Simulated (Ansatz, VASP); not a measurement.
# Two plane-wave programs on Mo

Contents of INCAR:

```
SYSTEM = Mo
PREC = Accurate ; ENCUT = 520
EDIFF = 1E-6 ; ISMEAR = -1
SIGMA = 0.08 ; LREAL = .FALSE.
LASPH = .TRUE. ; NELM = 100
ALGO = Normal ; ISIF = 2
LWAVE = .FALSE. ; LCHARG = .FALSE.
GGA = PE ; NBANDS = 21
```

KPOINTS

```
regular mesh
0
G
  15 15 8
  0 0 0
```

The input POSCAR:

```
Mo
1.0
    2.7580637371      0.0000000000      0.0000000000
   -1.3790318686      2.3885532616      0.0000000000
    0.0000000000      0.0000000000      4.8918777210
Mo
2
Direct
    0.3333333333      0.6666666667      0.2500000000
    0.6666666667      0.3333333333      0.7500000000
```

Input for Ansatz:

```yaml
crystal:
  lattice:
    - [2.7580637371, 0.0, 0.0]
    - [-1.3790318686, 2.3885532616, 0.0]
    - [0.0, 0.0, 4.891877721]
  atoms:
    - { symbol: Mo, position: [0.3333333333, 0.6666666667, 0.25] }
    - { symbol: Mo, position: [0.6666666667, 0.3333333333, 0.75] }
kpoints:
  mp_grid: { grid: [15, 15, 8] }
  band_path:
    path:
      - [0.0, 0.0, 0.0]
      - [0.5, 0.0, 0.0]
      - [0.3333333333, 0.3333333333, 0.0]
      - [0.0, 0.0, 0.0]
      - [0.0, 0.0, 0.5]
      - [0.5, 0.0, 0.5]
      - [0.3333333333, 0.3333333333, 0.5]
      - [0.0, 0.0, 0.5]
      - [0.5, 0.0, 0.5]
    npoints: 8
scf:
  occupations: { method: fermi_dirac, width: 0.08 }
hamiltonian:
  xc: pbe
  pseudopotentials: { kind: paw }
output:
  forces: true
  stress: true
  eigenvalues: true
  populations: true
  dos: { projected: true, de: 0.2, e_range: [-14, 8] }
  write_density: true
  write_potential: true
  elf: true
  volumetric_format: npy
```

Change from the starting cell: volume scaled by 1, PAW files.

Alike in both runs: task single point; functional PBE; k mesh 15 × 15 × 8; occupations fermi-dirac, width 0.08 eV; no spin polarisation.

|  | VASP | Ansatz |
| --- | --- | --- |
| version | VASP 6.6.1 | Ansatz 0.2.0 |
| potentials or method | VASP PAW PBE potentials, release 64 (Mo_sv) | PAW with Ansatz's default frozen-core files, scalar-relativistic |
| plane-wave cutoff (eV) | 520 | 420 |
| valence electrons in the cell | 28 | 28 |

```csv
,VASP,Ansatz,Ansatz less VASP
pressure (GPa),0.5,0.0,-0.46
"traceless stress, the component that is largest in VASP (GPa)",-0.09,0.01,+0.097
```

With one functional, cell and mesh, what is left measures potentials, basis and numerics.
